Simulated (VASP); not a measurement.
Write the native input for VASP 6.6.1 that does the following.

| Property | Result |
| --- | --- |
| Task | single point |
| Functional | PBE |
| Potentials or basis | VASP PAW PBE potentials, release 64 (Ga_d, N) |
| Cutoff | 520 eV |
| k mesh | 3 × 3 × 3 |
| Occupations | gaussian, width 0.01 eV |
| Spin | no spin polarisation |
| Dipole correction | no |
| Further INCAR settings | ALGO = Normal; EDIFF = 1e-06; NBANDS = 16 |

The structure of GaN lies in POSCAR:

```
GaN
1.0
    0.0000000000      2.2489526240      2.2489526240
    2.2489526240      0.0000000000      2.2489526240
    2.2489526240      2.2489526240      0.0000000000
Ga N
1 1
Direct
    0.0000000000      0.0000000000      0.0000000000
    0.7500000000      0.7500000000      0.7500000000
```

One way to write it, as run:

INCAR

```
PREC = Accurate
ENCUT = 520
EDIFF = 1E-6
ISMEAR = 0
SIGMA = 0.01
LREAL = False
LASPH = True
NELM = 80
ALGO = Normal
ISIF = 2
LWAVE = False
LCHARG = False
GGA = PE
NBANDS = 16
```

KPOINTS

```
regular mesh
0
Gamma
  3 3 3
```

Potentials or basis: VASP PAW PBE potentials, release 64 (Ga_d, N).

Command:

```console
$ cat potpaw_PBE.64/Ga_d/POTCAR potpaw_PBE.64/N/POTCAR > POTCAR
$ mpirun -np 1 vasp_std > vasp.out
```

Results of the run:

```
Pressure               : 6.6 GPa
Band gap on the k mesh : 1.70 eV
```

Caveat: the k points lie up to 0.81 Å⁻¹ apart.

Wall time 5 s on 1 thread of Intel Xeon 8259CL (shared host), peak memory 0.13 GiB.
